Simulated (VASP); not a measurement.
KBr:

```
CELL_PARAMETERS angstrom
0.00000 3.30000 3.30000
3.30000 0.00000 3.30000
3.30000 3.30000 0.00000
ATOMIC_POSITIONS crystal
Br 0.50000 0.50000 0.50000
K 0.00000 0.00000 0.00000
```

Base run:

```yaml
Program: VASP 6.6.1
Functional: PBE-based global hybrid with 35 % exact exchange
Potentials_or_basis: VASP PAW PBE potentials, release 64 (Br, K_sv)
Cutoff: 520 eV
k_mesh: 4 × 4 × 4
Occupations: fermi-dirac, width 0.05 eV
Spin: no spin polarisation
```

Its results: band gap on the k mesh 7.10 eV; pressure 0.3 GPa.

The run is repeated on the same cell with these changes: functional from PBE-based global hybrid with 35 % exact exchange to PBE-based global hybrid with 10 % exact exchange; share of exact exchange from 0.35 to 0.1. What comes out?

Band gap on the k mesh 5.18 eV; pressure 0.6 GPa.

Caveats: the PAW data sets were made with another functional, which shifts forces and pressure a little.

